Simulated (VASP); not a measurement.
A run of VASP 6.6.1 is set up as follows.

The input INCAR:

```
PREC = Accurate
ENCUT = 520
EDIFF = 1E-6
ISMEAR = 0
SIGMA = 0.1
LREAL = F
LASPH = T
NELM = 60
ALGO = Normal
ISIF = 2
LWAVE = F
LCHARG = F
GGA = PE
NBANDS = 38
```

The input KPOINTS:

```
regular mesh
0
Gamma
  4 4 4
```

POSCAR

```
K2HgBr4
1.0
   -2.6730000000      2.6730000000      8.4048281400
    2.6730000000     -2.6730000000      8.4048281400
    2.6730000000      2.6730000000     -8.4048281400
K Hg Br
2 1 4
Direct
    0.6437500000      0.6437500000      0.0000000000
    0.3562500000      0.3562500000      0.0000000000
    0.0000000000      0.0000000000      0.0000000000
    0.0000000000      0.5000000000      0.5000000000
    0.5000000000      0.0000000000      0.5000000000
    0.2500000000      0.7500000000      0.5000000000
    0.7500000000      0.2500000000      0.5000000000
```

Potentials or basis: VASP PAW PBE potentials, release 64 (K_sv, Hg, Br).

Launch:

```console
$ cat potpaw_PBE.64/K_sv/POTCAR potpaw_PBE.64/Hg/POTCAR potpaw_PBE.64/Br/POTCAR > POTCAR
$ mpirun -np 1 vasp_std > vasp.out
```

(1) What does it give for the pressure?

(2) What does it give for the band gap on the k mesh?

(3) Estimate the largest force.

Results:

(1) 2.6 GPa.

(2) zero (bands 29 and 30 overlap by 0.17 eV).

(3) 0.091 eV/Å.

Caveat: spin-orbit coupling is left out, which moves the levels of the heavy elements.
